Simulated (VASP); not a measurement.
# Cs3C5 (Pm-3m) in VASP: single point with PBE

Aim: the single point of Cs3C5 with PBE.

Program: VASP 6.6.1. These are calculated values, not measurements. Logs are shortened: lines on timing, memory, paths and dates and some standing lists are left out, and cuts for length are marked.

**1. The cell of the first run**

The structure is cubic, space group Pm-3m (No. 221). The conventional cell has a = 6.347 Å, b = 6.347 Å, c = 6.347 Å, α = 90.00°, β = 90.00°, γ = 90.00°. Cs (site symmetry 4/mmm) has 6 C at 3.17 Å within 4.2 Å. C (site symmetry m-3m) has 6 Cs at 3.17 Å within 4.2 Å. C (site symmetry 4/mmm) has 4 Cs at 3.17 Å and 2 C at 3.17 Å within 4.2 Å. C (site symmetry m-3m) has 6 C at 3.17 Å within 4.2 Å.

The cell was generated, and may not be a known phase.

**2. Single point, PBE, collinear spin**

INCAR reads:

```
SYSTEM = Cs3C5
  ALGO = Normal
  EDIFF = 1E-6
  ENCUT = 520
  GGA = PE
  ISIF = 2
  ISMEAR = 0
  ISPIN = 2
  LASPH = .TRUE.
  LCHARG = .FALSE.
  LORBIT = 11
  LREAL = .FALSE.
  LWAVE = .FALSE.
  MAGMOM = 0 0 0 2.18 2.18 2.18 2.18 -1.32
  NBANDS = 38
  NELM = 150
  PREC = Accurate
  SIGMA = 0.1
```

KPOINTS reads:

```
k-points
0
G
  6 6 6
  0 0 0
```

POSCAR reads:

```
Cs3C5
1.0
    6.3471611962      0.0000000000      0.0000000000
    0.0000000000      6.3471611962      0.0000000000
    0.0000000000      0.0000000000      6.3471611962
Cs C
3 5
Direct
    0.5000000000      0.0000000000      0.0000000000
    0.0000000000      0.5000000000      0.0000000000
    0.0000000000      0.0000000000      0.5000000000
    0.0000000000      0.0000000000      0.0000000000
    0.0000000000      0.5000000000      0.5000000000
    0.5000000000      0.0000000000      0.5000000000
    0.5000000000      0.5000000000      0.0000000000
    0.5000000000      0.5000000000      0.5000000000
```

Potentials or basis: VASP PAW PBE potentials, release 64 (Cs_sv, C).

Run with:

```
$ cat potpaw_PBE.64/Cs_sv/POTCAR potpaw_PBE.64/C/POTCAR > POTCAR
$ mpirun -np 1 vasp_std > vasp.out
```

OUTCAR:

```text
SYSTEM = Cs3C5
   EDIFF = 1E-6
   ENCUT = 520
   GGA = PE
   ISIF = 2
   ISMEAR = 0
   ISPIN = 2
   LASPH = .TRUE.
   LORBIT = 11
   LREAL = .FALSE.
   NELM = 150
   PREC = Accurate

 ion  position               nearest neighbor table
   1  0.500  0.000  0.000-
   2  0.000  0.500  0.000-
   3  0.000  0.000  0.500-
   4  0.000  0.000  0.000-
   5  0.000  0.500  0.500-
   6  0.500  0.000  0.500-
   7  0.500  0.500  0.000-
   8  0.500  0.500  0.500-

  LATTYP: Found a simple cubic cell.
 ALAT       =     6.3471611962

  Lattice vectors:

 A1 = (   6.3471611962,   0.0000000000,   0.0000000000)
 A2 = (   0.0000000000,   6.3471611962,   0.0000000000)
 A3 = (   0.0000000000,   0.0000000000,   6.3471611962)

Analysis of symmetry for initial positions (statically):
=====================================================================
 Subroutine PRICEL returns:
 Original cell was already a primitive cell.

 Routine SETGRP: Setting up the symmetry group for a
 simple cubic supercell.

 Subroutine GETGRP returns: Found 48 space group operations
 (whereof 48 operations were pure point group operations)
 out of a pool of 48 trial point group operations.

The static configuration has the point symmetry O_h .

Analysis of symmetry for dynamics (positions and initial velocities):
=====================================================================
 Subroutine PRICEL returns:
 Original cell was already a primitive cell.

 Routine SETGRP: Setting up the symmetry group for a
 simple cubic supercell.

 Subroutine GETGRP returns: Found 48 space group operations
 (whereof 48 operations were pure point group operations)
 out of a pool of 48 trial point group operations.

The dynamic configuration has the point symmetry O_h .

Analysis of structural, dynamic, and magnetic symmetry:
=====================================================================
 Subroutine PRICEL returns:
 Original cell was already a primitive cell.

 Routine SETGRP: Setting up the symmetry group for a
 simple cubic supercell.

 Subroutine GETGRP returns: Found 48 space group operations
 (whereof 48 operations were pure point group operations)
 out of a pool of 48 trial point group operations.

[... 143 lines left out ...]
 NGX is ok and might be reduce to    48
   NGX = 23   NGY = 23   NGZ = 23

 number of electron      46.9999989 magnetization      10.2508244

 number of electron      46.9999989 magnetization       8.3322906

 Free energy of the ion-electron system (eV)
  ---------------------------------------------------
  ext. energy  EPLUGINS =         0.00000000
  ---------------------------------------------------
  free energy    TOTEN  =       -20.95404981 eV

  energy without entropy =      -20.87901979  energy(sigma->0) =      -20.91653480

 E-fermi :  -0.1962     XC(G=0):  -7.5626

 val. band max:       -0.1964783419   @ k =   0.3333   0.0000   0.0000
 cond. band min:      -0.1956678006   @ k =   0.3333   0.1667   0.0000
 fundamental gap:      0.0008105413
 Fermi energy:        -0.1962032307

 spin component 1

 k-point     1 :       0.0000    0.0000    0.0000
  band No.  band energies     occupation
      1     -21.0347      1.00000
      2     -20.9350      1.00000
      3     -20.9350      1.00000
      4      -9.1878      1.00000
      5      -9.1661      1.00000
      6      -8.9714      1.00000
[... 749 lines left out ...]
     34       5.7653      0.00000
     35       5.7653      0.00000
 Fermi energy:        -0.1962032307

 spin component 2

 k-point     1 :       0.0000    0.0000    0.0000
  band No.  band energies     occupation
      1     -20.9291      1.00000
      2     -20.8394      1.00000
      3     -20.8394      1.00000
      4      -8.7154      1.00000
      5      -8.1297      1.00000
      6      -8.1297      1.00000
[... 749 lines left out ...]
     34       6.8351      0.00000
     35       6.8351      0.00000
 [bands above 35 left out]

------------------------ aborting loop because EDIFF is reached ----------------------------------------

  FORCE on cell =-STRESS in cart. coord.  units (eV):
  Direction    XX          YY          ZZ          XY          YZ          ZX
  --------------------------------------------------------------------------------------
  -------------------------------------------------------------------------------------
  Total        0.1003857      0.1003857      0.1003857     -0.0000000     -0.0000000     -0.0000000
  in kB        0.6289899      0.6289899      0.6289899     -0.0000000     -0.0000000     -0.0000000
  external PRESSURE =       0.6289899 kB  Pullay stress =       0.0000000 kB

 VOLUME and BASIS-vectors are now :
 -----------------------------------------------------------------------------
  energy-cutoff  :      520.00
  volume of cell :      255.70
      direct lattice vectors                 reciprocal lattice vectors
     6.347161196  0.000000000  0.000000000     0.157550749  0.000000000  0.000000000
     0.000000000  6.347161196  0.000000000     0.000000000  0.157550749  0.000000000
     0.000000000  0.000000000  6.347161196     0.000000000  0.000000000  0.157550749

 POSITION                                       TOTAL-FORCE (eV/Angst)
 -----------------------------------------------------------------------------------
      3.17358      0.00000      0.00000         0.000000      0.000000      0.000000
      0.00000      3.17358      0.00000         0.000000      0.000000      0.000000
      0.00000      0.00000      3.17358         0.000000      0.000000      0.000000
      0.00000      0.00000      0.00000         0.000000      0.000000      0.000000
      0.00000      3.17358      3.17358         0.000000      0.000000      0.000000
      3.17358      0.00000      3.17358         0.000000      0.000000      0.000000
      3.17358      3.17358      0.00000         0.000000      0.000000      0.000000
      3.17358      3.17358      3.17358         0.000000      0.000000      0.000000
 -----------------------------------------------------------------------------------
    total drift:                                0.000000      0.000000      0.000000

  FREE ENERGIE OF THE ION-ELECTRON SYSTEM (eV)
  ---------------------------------------------------
  free  energy   TOTEN  =       -20.9540498123 eV

  energy  without entropy=      -20.8790197895  energy(sigma->0) =      -20.91653480

 total charge

# of ion       s       p       d       tot
------------------------------------------
    1        1.837   4.686   0.053   6.575
    2        1.837   4.686   0.053   6.575
    3        1.837   4.686   0.053   6.575
    4        0.974   1.156   0.000   2.129
    5        1.002   1.070   0.000   2.071
    6        1.002   1.070   0.000   2.071
    7        1.002   1.070   0.000   2.071
    8        1.043   0.933   0.000   1.975
--------------------------------------------------
tot         10.532  19.354   0.158  30.045

 magnetization (x)

# of ion       s       p       d       tot
------------------------------------------
    1        0.015   0.061   0.039   0.116
    2        0.015   0.061   0.039   0.116
    3        0.015   0.061   0.039   0.116
    4        0.047   1.142   0.000   1.189
    5        0.038   0.977   0.000   1.015
    6        0.038   0.977   0.000   1.015
    7        0.038   0.977   0.000   1.015
    8       -0.016  -0.686   0.000  -0.702
--------------------------------------------------
tot          0.190   3.571   0.118   3.879
```

OSZICAR:

```text
N       E                     dE             d eps       ncg     rms          rms(c)
DAV:   1     0.258309099614E+03    0.25831E+03   -0.18400E+04  3040   0.101E+03
DAV:   2     0.617999634586E+01   -0.25213E+03   -0.23799E+03  4216   0.181E+02
[... 15 lines left out ...]
DAV:  18    -0.209539917765E+02    0.71386E-06   -0.24511E-04  3594   0.363E-02    0.495E-02
DAV:  19    -0.209540232427E+02   -0.31466E-04   -0.11692E-04  3698   0.324E-02    0.277E-02
DAV:  20    -0.209540449329E+02   -0.21690E-04   -0.54830E-05  3868   0.244E-02    0.127E-02
DAV:  21    -0.209540481460E+02   -0.32132E-05   -0.11733E-05  3684   0.116E-02    0.532E-03
DAV:  22    -0.209540496746E+02   -0.15285E-05   -0.22877E-06  3048   0.499E-03    0.259E-03
DAV:  23    -0.209540498123E+02   -0.13770E-06   -0.98008E-07  2580   0.276E-03
   1 F= -.20954050E+02 E0= -.20916535E+02  d E =-.750300E-01  mag=     8.3322
```

stdout:

```text
POSCAR found type information on POSCAR CsC
 POSCAR found :  2 types and       8 ions
 scaLAPACK will be used
 LDA part: xc-table for (Slater+PW92), standard interpolation
 POSCAR, INCAR and KPOINTS ok, starting setup
 FFT: planning ... GRIDC
 FFT: planning ... GRID_SOFT
 FFT: planning ... GRID
 WAVECAR not read
 entering main loop
```

It took 14 min on 1 thread of Intel Xeon 8259CL, shared host; peak memory 0.57 GiB.

Results:

- Free energy: -20.9540 eV
- Pressure: 0.1 GPa
- Net moment: 8.33 μB per cell
- Site moments: Cs +0.12; C +1.19, +1.01, -0.70 (each value once) μB
- Valence electrons inside the program's atomic spheres: Cs 6.58; C 2.13, 2.07, 1.98 (each value once)

Caveat: spin-orbit coupling is left out, which moves the levels of the heavy elements.
